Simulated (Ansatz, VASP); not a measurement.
One calculation of PbI2, two programs

File INCAR:

```
PREC = Accurate
ENCUT = 500
EDIFF = 1E-6
ISMEAR = -1
SIGMA = 0.02
LREAL = F
LASPH = T
NELM = 120
ALGO = Normal
ISIF = 2
LWAVE = F
LCHARG = F
GGA = PE
NBANDS = 21
GGA_COMPAT = F
```

The input KPOINTS:

```
regular mesh
0
Gamma
  6 6 4
```

Contents of POSCAR:

```
PbI2
1.0
    4.6097225679      0.0000000000      0.0000000000
   -2.3048612839      3.9921368482      0.0000000000
    0.0000000000      0.0000000000      7.1179871375
Pb I
1 2
Direct
    0.0000000000      0.0000000000      0.0000000000
    0.3333333333      0.6666666667      0.2617237492
    0.6666666667      0.3333333333      0.7382762508
```

Input for Ansatz:

```yaml
crystal:
  lattice:
    - [4.6097225679, 0.0, 0.0]
    - [-2.3048612839, 3.9921368482, 0.0]
    - [0.0, 0.0, 7.1179871375]
  atoms:
    - { symbol: Pb, position: [0.0, 0.0, 0.0] }
    - { symbol: I, position: [0.3333333333, 0.6666666667, 0.2617237492] }
    - { symbol: I, position: [0.6666666667, 0.3333333333, 0.7382762508] }
kpoints:
  mp_grid: { grid: [6, 6, 4] }
  band_path:
    path:
      - [0.0, 0.0, 0.0]
      - [0.5, 0.0, 0.0]
      - [0.3333333333, 0.3333333333, 0.0]
      - [0.0, 0.0, 0.5]
      - [0.5, 0.0, 0.5]
      - [0.3333333333, 0.3333333333, 0.5]
    npoints: 1
hamiltonian:
  xc: pbe
scf:
  occupations: { method: fermi_dirac, width: 0.02 }
  n_extra_bands: 4
output:
  forces: true
  stress: true
  eigenvalues: true
  write_density: true
  write_potential: true
  elf: true
  volumetric_format: npy
```

Change from the starting cell: hydrostatic strain +1.0%.

Alike in both runs: task single point; functional PBE; k mesh 6 × 6 × 4; occupations fermi-dirac, width 0.02 eV; no spin polarisation.

|  | VASP | Ansatz |
| --- | --- | --- |
| version | VASP 6.6.1 | Ansatz 0.2.0 |
| potentials or method | VASP PAW PBE potentials, release 64 (Pb_d, I) | plane waves, PAW |
| plane-wave cutoff (eV) | 500 | 420 |
| valence electrons in the cell | 28 | 48 |

|  | VASP | Ansatz | Ansatz less VASP |
| --- | --- | --- | --- |
| gap on the k mesh at the Fermi level (eV) | 2.28 | 2.28 | 0.000 |
| pressure (GPa) | 0.8 | 0.8 | +0.02 |
| rms of the force components (eV/Å) | 0.020 | 0.020 | +0.0004 |

Atom by atom the forces differ by 0.000 eV/Å (rms over components). The functional is the same, so the differences come from potentials, cutoffs and numerics. VASP's potentials hold 28 valence electrons a cell and Ansatz's 48, so a difference there can come from the potentials and not from the codes.

Neither program's run includes spin-orbit coupling.
